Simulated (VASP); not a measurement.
The system is CaMg4.

```
Ca Mg
1.0
     4.80967    0.00000    0.00000
     0.00000    4.80967    0.00000
     0.00000    0.00000    4.80967
Ca Mg
1 4
Direct
  0.00000 0.00000 0.00000
  0.00000 0.50000 0.50000
  0.50000 0.00000 0.50000
  0.50000 0.50000 0.00000
  0.50000 0.50000 0.50000
```

The cell was generated, and may not be a known phase.

- Program: VASP 6.6.1
- Task: relaxation of cell and atoms
- Functional: PBE
- Potentials or basis: VASP PAW PBE potentials, release 64 (Ca_sv, Mg_sv)
- Cutoff: 840 eV
- k mesh: 4 × 4 × 4
- Occupations: gaussian, width 0.1 eV
- Spin: no spin polarisation

At the start: pressure 13.2 GPa; volume 22.25 Å³/atom.

Task: How do energy, volume and symmetry change on relaxing?

Result: Over 4 steps the energy falls by 249.4 meV/atom and the volume is 30.00 Å³/atom (+34.8 %); space group Pm-3m (No. 221, to 0.1 Å) before and after.

Step by step:
```csv
step,energy change (eV),largest force (eV/Å),pressure (GPa),volume (Å³)
1,0.0000,0.0000,13.22,111.26
2,-1.2253,0.0000,1.15,143.53
3,-1.2455,0.0000,-0.29,151.74
4,-1.2472,0.0000,-0.01,149.98
```

Final structure:
```
Ca Mg
1.0
     5.31301    0.00000    0.00000
     0.00000    5.31301    0.00000
     0.00000    0.00000    5.31301
Ca Mg
1 4
Direct
  0.00000 0.00000 0.00000
  0.00000 0.50000 0.50000
  0.50000 0.00000 0.50000
  0.50000 0.50000 0.00000
  0.50000 0.50000 0.50000
```

Caveat: the volume moved by over 15 % at a fixed basis, so the end points are rough.
